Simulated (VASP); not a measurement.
# MgO (Fm-3m) in VASP: notebook

The runs below take MgO through single point, with PBEsol.

Everything below comes from runs of VASP 6.6.1. Logs are shortened: lines on timing, memory, paths and dates and some standing lists are left out, and cuts for length are marked.

## 1. The cell of the first run

The structure is cubic, space group Fm-3m (No. 225). The conventional cell has a = 4.252 Å, b = 4.252 Å, c = 4.252 Å, α = 90.00°, β = 90.00°, γ = 90.00°. Mg (site symmetry m-3m) has 6 O at 2.13 Å within 2.8 Å. O (site symmetry m-3m) has 6 Mg at 2.13 Å within 2.8 Å.

## 2. Single point, PBEsol (9.61 Å³/atom)

Input file INCAR:

```
SYSTEM = MgO
ALGO = Normal
EDIFF = 1E-6
ENCUT = 600
GGA = PS
GGA_COMPAT = .FALSE.
ISIF = 2
ISMEAR = 0
LASPH = .TRUE.
LCHARG = .FALSE.
LREAL = .FALSE.
LWAVE = .FALSE.
NBANDS = 11
NELM = 120
PREC = Accurate
SIGMA = 0.01
```

Input file KPOINTS:

```
k-points
0
G
  10 10 10
  0 0 0
```

Input file POSCAR:

```
MgO
1.0
    0.0000000000      2.1258429397      2.1258429397
    2.1258429397      0.0000000000      2.1258429397
    2.1258429397      2.1258429397      0.0000000000
Mg O
1 1
Direct
    0.0000000000      0.0000000000      0.0000000000
    0.5000000000      0.5000000000      0.5000000000
```

Potentials or basis: VASP PAW PBE potentials, release 64 (Mg, O).

Run with:

```console
$ cat potpaw_PBE.64/Mg/POTCAR potpaw_PBE.64/O/POTCAR > POTCAR
$ mpirun -np 1 vasp_std > vasp.out
```

OUTCAR:

```text
SYSTEM = MgO
   EDIFF = 1E-6
   ENCUT = 600
   GGA = PS
   ISIF = 2
   ISMEAR = 0
   LASPH = .TRUE.
   LREAL = .FALSE.
   NELM = 120
   PREC = Accurate

 ion  position               nearest neighbor table
   1  0.000  0.000  0.000-   2 2.13   2 2.13   2 2.13   2 2.13   2 2.13   2 2.13
   2  0.500  0.500  0.500-   1 2.13   1 2.13   1 2.13   1 2.13   1 2.13   1 2.13

  LATTYP: Found a face centered cubic cell.
 ALAT       =     4.2516858794

  Lattice vectors:

 A1 = (   0.0000000000,   2.1258429397,   2.1258429397)
 A2 = (   2.1258429397,   0.0000000000,   2.1258429397)
 A3 = (   2.1258429397,   2.1258429397,   0.0000000000)

Analysis of symmetry for initial positions (statically):
=====================================================================
 Subroutine PRICEL returns:
 Original cell was already a primitive cell.

 Routine SETGRP: Setting up the symmetry group for a
 face centered cubic supercell.

 Subroutine GETGRP returns: Found 48 space group operations
 (whereof 48 operations were pure point group operations)
 out of a pool of 48 trial point group operations.

The static configuration has the point symmetry O_h .

Analysis of symmetry for dynamics (positions and initial velocities):
=====================================================================
 Subroutine PRICEL returns:
 Original cell was already a primitive cell.

 Routine SETGRP: Setting up the symmetry group for a
 face centered cubic supercell.

 Subroutine GETGRP returns: Found 48 space group operations
 (whereof 48 operations were pure point group operations)
 out of a pool of 48 trial point group operations.

The dynamic configuration has the point symmetry O_h .

 Subroutine INISYM returns: Found 48 space group operations
 (whereof 48 operations are pure point group operations),
 and found     1 'primitive' translations

----------------------------------------------------------------------------------------

                                     Primitive cell

  volume of cell :      19.2143

  direct lattice vectors                    reciprocal lattice vectors
     0.000000000  2.125842940  2.125842940    -0.235200819  0.235200819  0.235200819
     2.125842940  0.000000000  2.125842940     0.235200819 -0.235200819  0.235200819
     2.125842940  2.125842940  0.000000000     0.235200819  0.235200819 -0.235200819

  length of vectors
     3.006395917  3.006395917  3.006395917     0.407379768  0.407379768  0.407379768

  position of ions in fractional coordinates (direct lattice)
     0.000000000  0.000000000  0.000000000
     0.500000000  0.500000000  0.500000000

  ion indices of the primitive-cell ions
   primitive index   ion index
                 1           1
                 2           2

----------------------------------------------------------------------------------------

 KPOINTS: k-points

Automatic generation of k-mesh.
 Grid dimensions read from file:
 generate k-points for:   10   10   10

 Generating k-lattice:

  Cartesian coordinates                     Fractional coordinates (reciprocal lattice)
    -0.023520082  0.023520082  0.023520082     0.100000000  0.000000000  0.000000000
     0.023520082 -0.023520082  0.023520082     0.000000000  0.100000000  0.000000000
     0.023520082  0.023520082 -0.023520082     0.000000000  0.000000000  0.100000000

  Length of vectors
     0.040737977  0.040737977  0.040737977

  Shift w.r.t. Gamma in fractional coordinates (k-lattice)
     0.000000000  0.000000000  0.000000000

 Subroutine IBZKPT returns following result:
 ===========================================

 Found     47 irreducible k-points:

 Following reciprocal coordinates:
            Coordinates               Weight
  0.000000  0.000000  0.000000      1.000000
  0.100000  0.000000  0.000000      8.000000
  0.200000  0.000000  0.000000      8.000000
  0.300000  0.000000  0.000000      8.000000
  0.400000  0.000000  0.000000      8.000000
  0.500000  0.000000  0.000000      4.000000
[... 16 lines left out ...]
  0.300000  0.300000  0.000000      6.000000
  0.400000  0.300000  0.000000     24.000000
 [... further k-points ...]
   k-points           NKPTS =     47   k-points in BZ     NKDIM =     47   number of bands    NBANDS=     11
   number of dos      NEDOS =    301   number of ions     NIONS =      2
   total plane-waves  NPLWV =  13824
   dimension x,y,z NGX =    24 NGY =   24 NGZ =   24
   dimension x,y,z NGXF=    48 NGYF=   48 NGZF=   48
   ions per type =               1   1
   NGX,Y,Z   is equivalent  to a cutoff of  13.27, 13.27, 13.27 a.u.
   NGXF,Y,Z  is equivalent  to a cutoff of  26.54, 26.54, 26.54 a.u.
 SYSTEM =  MgO
   PREC   = accura    normal or accurate (medium, high low for compatibility)
   ISTART =      0    job   : 0-new  1-cont  2-samecut
   ICHARG =      2    charge: 1-file 2-atom 10-const
   ISPIN  =      1    spin polarized calculation?
   LNONCOLLINEAR =      F non collinear calculations
   LSORBIT =      F    spin-orbit coupling
   LASPH  =      T    aspherical Exc in radial PAW
   ENCUT  =  600.0 eV  44.10 Ry    6.64 a.u.   6.00  6.00  6.00*2*pi/ulx,y,z
   NELM   =    120;   NELMIN=  2; NELMDL= -5     # of ELM steps
   EDIFF  = 0.1E-05   stopping-criterion for ELM
   LREAL  =      F    real-space projection
[... 7 lines left out ...]
   TEBEG  =    0.0;   TEEND  =   0.0 temperature during run
   PSTRESS=    0.0 pullay stress
   NELECT =       8.0000    total number of electrons
   NUPDOWN=      -1.0000    fix difference up-down
   EMIN   =  10.00;   EMAX   =-10.00  energy-range for DOS
   EFERMI =   0.00;   METHOD = LEGACY
   ISMEAR =     0;   SIGMA  =   0.01  broadening in eV -4-tet -1-fermi 0-gaus
   EFERMI_NEDOS =   21; number of points for ismear=-14 and -15
   IALGO  =     38    algorithm
   IMIX   =      4    mixing-type and parameters
     AMIX     =   0.40;   BMIX     =  1.00
     AMIX_MAG =   1.60;   BMIX_MAG =  1.00
  volume/ion in A,a.u.               =       9.61        64.83
  Fermi-wavevector in a.u.,A,eV,Ry     =   1.222448  2.310091 20.332255  1.494379
  Thomas-Fermi vector in A             =   2.357594
   LORBIT       =      0    0 simple, 1 ext, 2 COOP (PROOUT), +10 PAW based schemes
   GGA     = PS    functional components
   LHFCALC =     F    Hartree Fock is set to
   AEXX    =    0.0000 exact exchange contribution
   IVDW    =     0    specifies the selected vdW correction
   LEPSILON=     F    determine dielectric tensor
   LRPA    =     F    only Hartree local field effects (RPA)
 non-spin polarized calculation
 Gauss-broadening in eV      SIGMA  =   0.01
  energy-cutoff  :      600.00
  volume of cell :       19.21
 maximum number of plane-waves:       656
   NGX = 13   NGY = 13   NGZ = 13

 number of electron       8.0000004 magnetization

 Free energy of the ion-electron system (eV)
  ---------------------------------------------------
  ext. energy  EPLUGINS =         0.00000000
  ---------------------------------------------------
  free energy    TOTEN  =       -12.50780812 eV

  energy without entropy =      -12.50780812  energy(sigma->0) =      -12.50780812

 E-fermi :   3.0128     XC(G=0): -11.1750

 val. band max:        2.8578762332   @ k =   0.0000   0.0000   0.0000
 cond. band min:       7.2271010666   @ k =   0.0000   0.0000   0.0000
 fundamental gap:      4.3692248334
 Fermi energy:         3.0127929045

 k-point     1 :       0.0000    0.0000    0.0000
  band No.  band energies     occupation
      1     -14.2040      2.00000
      2       2.8579      2.00000
      3       2.8579      2.00000
      4       2.8579      2.00000
      5       7.2271      0.00000
      6      18.3360      0.00000
      7      18.3360      0.00000
      8      18.3360      0.00000
      9      22.1046      0.00000
     10      23.9562      0.00000
     11      23.9562      0.00000

 k-point     2 :       0.1000    0.0000    0.0000
  band No.  band energies     occupation
      1     -14.1014      2.00000
      2       2.1995      2.00000
      3       2.7927      2.00000
      4       2.7927      2.00000
      5       7.8650      0.00000
      6      17.0820      0.00000
      7      18.5668      0.00000
      8      18.5668      0.00000
      9      23.1907      0.00000
     10      23.1907      0.00000
     11      23.7316      0.00000

 k-point     3 :       0.2000    0.0000    0.0000
  band No.  band energies     occupation
      1     -13.8197      2.00000
      2       0.8896      2.00000
      3       2.6271      2.00000
      4       2.6271      2.00000
      5       9.0607      0.00000
      6      15.5672      0.00000
      7      19.0220      0.00000
      8      19.0220      0.00000
      9      22.4884      0.00000
     10      22.4884      0.00000
     11      24.5366      0.00000

 k-point     4 :       0.3000    0.0000    0.0000
  band No.  band energies     occupation
      1     -13.4399      2.00000
      2      -0.4072      2.00000
      3       2.4324      2.00000
      4       2.4324      2.00000
      5      10.0004      0.00000
      6      14.8540      0.00000
      7      19.1013      0.00000
      8      19.1013      0.00000
      9      22.9263      0.00000
     10      22.9263      0.00000
     11      23.9340      0.00000
[... 239 lines left out ...]
 k-point    22 :      -0.2000    0.2000    0.0000
  band No.  band energies     occupation
      1     -13.3266      2.00000
      2      -0.2131      2.00000
      3       1.5427      2.00000
      4       2.4309      2.00000
      5      10.9399      0.00000
      6      14.4453      0.00000
      7      17.5405      0.00000
      8      20.1944      0.00000
      9      20.9639      0.00000
     10      23.7416      0.00000
     11      27.0646      0.00000

 k-point    23 :       0.3000    0.3000    0.0000
  band No.  band energies     occupation
      1     -13.2424      2.00000
      2      -0.2640      2.00000
      3       1.9365      2.00000
      4       1.9365      2.00000
      5      11.3360      0.00000
      6      13.0401      0.00000
      7      16.8626      0.00000
      8      20.3191      0.00000
      9      20.3191      0.00000
     10      26.5705      0.00000
     11      29.5789      0.00000

 k-point    24 :       0.4000    0.3000    0.0000
  band No.  band energies     occupation
      1     -13.0025      2.00000
      2      -0.6773      2.00000
      3       1.5756      2.00000
      4       1.7923      2.00000
      5      12.0620      0.00000
      6      12.7691      0.00000
      7      16.0446      0.00000
      8      20.5393      0.00000
      9      20.7391      0.00000
     10      27.2797      0.00000
     11      29.1931      0.00000

 [... further k-points ...]

------------------------ aborting loop because EDIFF is reached ----------------------------------------

  FORCE on cell =-STRESS in cart. coord.  units (eV):
  Direction    XX          YY          ZZ          XY          YZ          ZX
  --------------------------------------------------------------------------------------
  -------------------------------------------------------------------------------------
  Total       -0.5667929     -0.5667929     -0.5667929     -0.0000000      0.0000000     -0.0000000
  in kB      -47.2619327    -47.2619327    -47.2619327     -0.0000000      0.0000000     -0.0000000
  external PRESSURE =     -47.2619327 kB  Pullay stress =       0.0000000 kB

 VOLUME and BASIS-vectors are now :
 -----------------------------------------------------------------------------
  energy-cutoff  :      600.00
  volume of cell :       19.21
      direct lattice vectors                 reciprocal lattice vectors
     0.000000000  2.125842940  2.125842940    -0.235200819  0.235200819  0.235200819
     2.125842940  0.000000000  2.125842940     0.235200819 -0.235200819  0.235200819
     2.125842940  2.125842940  0.000000000     0.235200819  0.235200819 -0.235200819

 POSITION                                       TOTAL-FORCE (eV/Angst)
 -----------------------------------------------------------------------------------
      0.00000      0.00000      0.00000         0.000000      0.000000      0.000000
      2.12584      2.12584      2.12584        -0.000000     -0.000000     -0.000000
 -----------------------------------------------------------------------------------
    total drift:                               -0.000000     -0.000000      0.000000

  FREE ENERGIE OF THE ION-ELECTRON SYSTEM (eV)
  ---------------------------------------------------
  free  energy   TOTEN  =       -12.5078081234 eV

  energy  without entropy=      -12.5078081234  energy(sigma->0) =      -12.50780812
```

Run time: 5 s. Hardware: 1 thread of Intel Xeon Platinum 8559C (Emerald Rapids), shared host; peak memory 0.14 GiB.

What came out:

```yaml
Free_energy: -12.5078 eV
Pressure: -4.7 GPa
Band_gap_on_the_k_mesh: 4.37 eV
```

Caveat: the cell stands under tension; the PAW data sets were made with another functional, which shifts forces and pressure a little.

## 3. Single point, PBEsol (9.33 Å³/atom)

This run uses another cell than the first one, of 9.33 Å³/atom.

Input file INCAR:

```
SYSTEM = MgO
PREC     = Accurate       ! precision mode
ENCUT    = 600            ! plane-wave cutoff, eV
EDIFF    = 1E-6           ! SCF threshold, eV
ISMEAR   = 0              ! smearing method
SIGMA    = 0.01           ! smearing width, eV
LREAL    = .FALSE.        ! projectors in reciprocal space
LASPH    = .TRUE.         ! aspherical terms in the spheres
NELM     = 120            ! most SCF steps
ALGO     = Normal         ! electronic algorithm
ISIF     = 2              ! what is computed and relaxed
LWAVE    = .FALSE.        ! write WAVECAR
LCHARG   = .TRUE.         ! write CHGCAR
GGA      = PS             ! functional
LELF     = .TRUE.         ! ELF
LVHAR    = .TRUE.       
NBANDS   = 11             ! bands
GGA_COMPAT= .FALSE.
```

Input file KPOINTS:

```
Automatic mesh
0
G
  10 10 10
  0 0 0
```

Input file POSCAR:

```
MgO
1.0
    0.0000000000      2.1050000000      2.1050000000
    2.1050000000      0.0000000000      2.1050000000
    2.1050000000      2.1050000000      0.0000000000
Mg O
1 1
Direct
    0.0000000000      0.0000000000      0.0000000000
    0.5000000000      0.5000000000      0.5000000000
```

Potentials or basis: VASP PAW PBE potentials, release 64 (Mg, O).

Run with:

```console
$ cat potpaw_PBE.64/Mg/POTCAR potpaw_PBE.64/O/POTCAR > POTCAR
$ mpirun -np 1 vasp_std > vasp.out
```

Wall time 6.1 s (1 thread of Intel Xeon Platinum 8559C (Emerald Rapids), shared host); peak memory 0.14 GiB.

The run converged. Its results:

```yaml
Free_energy: -12.5154 eV
Pressure: -0.3 GPa
Band_gap_on_the_k_mesh: 4.65 eV
```

Levels at points of the mesh, in eV from the valence-band top:
```csv
k point,band 1,band 2,band 3,band 4,band 5,band 6,band 7,band 8,band 9
"(0.00, 0.00, 0.00)",-17.21,0.00,0.00,0.00,4.65,15.64,15.64,15.64,19.49
"(0.50, 0.00, 0.00)",-15.90,-4.69,-0.66,-0.66,7.76,12.52,16.19,16.19,20.79
"(0.50, 0.50, 0.00)",-15.63,-4.15,-1.37,-1.37,8.92,9.89,12.99,18.86,18.86
```

Caveat: the PAW data sets were made with another functional, which shifts forces and pressure a little.
